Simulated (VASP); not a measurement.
A run of VASP 6.6.1:

INCAR

```
SYSTEM = Tl
PREC = Accurate
ENCUT = 520
EDIFF = 1E-6
ISMEAR = -1
SIGMA = 0.05
LREAL = .FALSE.
LASPH = .TRUE.
NELM = 80
ALGO = Normal
ISIF = 2
LWAVE = .FALSE.
LCHARG = .FALSE.
NBANDS = 20
```

File KPOINTS:

```
regular mesh
0
G
  15 15 9
  0 0 0
```

POSCAR

```
Tl
1.0
    3.3979030244      0.0000000000      0.0000000000
   -1.6989515122      2.9426703387      0.0000000000
    0.0000000000      0.0000000000      5.4451741860
Tl
2
Direct
    0.3333333333      0.6666666667      0.2500000000
    0.6666666667      0.3333333333      0.7500000000
```

Potentials or basis: VASP PAW LDA potentials, release 64 (Tl_d).

Launch:

```sh
$ cat potpaw_LDA.64/Tl_d/POTCAR > POTCAR
$ mpirun -np 1 vasp_std > vasp.out
```

Hardware: 1 thread of Intel(R) Xeon(R) Platinum 8259CL CPU @ 2.50GHz (Skylake/Cascade Lake), with other jobs on the host.

Task: How long does it take, and how much memory?

Result: Wall time 88 s on 1 thread of Intel(R) Xeon(R) Platinum 8259CL CPU @ 2.50GHz (Skylake/Cascade Lake), with other jobs on the host, peak memory 0.23 GiB. Counts: scf iterations 10, k points 135.
